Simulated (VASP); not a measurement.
Crystal: TaRu.

```
CELL_PARAMETERS angstrom
3.18700 0.00000 0.00000
0.00000 3.18700 0.00000
0.00000 0.00000 3.18700
ATOMIC_POSITIONS crystal
Ta 0.50000 0.50000 0.50000
Ru 0.00000 0.00000 0.00000
```

| Item | Value |
| --- | --- |
| Program | VASP 6.6.1 |
| Task | relaxation of cell and atoms |
| Functional | LDA |
| Potentials or basis | VASP PAW LDA potentials, release 64 (Ta_pv, Ru_pv) |
| Cutoff | 600 eV |
| k mesh | 6 × 6 × 6 |
| Occupations | gaussian, width 0.1 eV |
| Spin | no spin polarisation |

At the start: pressure -15.4 GPa; volume 16.19 Å³/atom.

Problem. How do energy, volume and symmetry change on relaxing?

Solution. Over 4 steps the energy falls by 48.4 meV/atom and the volume is 15.25 Å³/atom (-5.8 %); space group Pm-3m (No. 221, to 0.05 Å).

Step by step:
```
step  energy change (eV)  largest force (eV/Å)  pressure (GPa)  volume (Å³)
   1              0.0000                0.0000          -15.36        32.37
   2              0.8452                0.0000           72.78        25.63
   3             -0.0962                0.0000           -1.19        30.59
   4             -0.0967                0.0000           -0.30        30.49
```

Final structure:
```xyz
2
Lattice="3.1242 0.0000 0.0000 0.0000 3.1242 0.0000 0.0000 0.0000 3.1242" Properties=species:S:1:pos:R:3 pbc="T T T"
Ta    1.5621    1.5621    1.5621
Ru    0.0000    0.0000    0.0000
```
